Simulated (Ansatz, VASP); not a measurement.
# V in VASP and in Ansatz

```xyz
1
Lattice="-1.4637 1.4637 1.4637 1.4637 -1.4637 1.4637 1.4637 1.4637 -1.4637" Properties=species:S:1:pos:R:3 pbc="T T T"
V     0.0000    0.0000    0.0000
```

Alike in both runs: task single point; functional LDA; k mesh 15 × 15 × 15; occupations gaussian, width 0.03 eV; no spin polarisation.

|  | VASP | Ansatz |
| --- | --- | --- |
| version | VASP 6.6.1 | Ansatz 0.2.0 |
| potentials or method | VASP PAW LDA potentials, release 64 (V_sv), cutoff 520 eV | plane waves (420 eV) with PAW, scalar-relativistic |
| valence electrons in the cell | 13 | 13 |

|  | VASP | Ansatz | Ansatz less VASP |
| --- | --- | --- | --- |
| pressure (GPa) | 0.1 | -0.4 | -0.56 |

Ansatz warns that its potentials were made for another functional, while VASP's fit it. LDA's correlation is that of Perdew and Zunger in VASP and of Perdew and Wang (1992) in Ansatz.
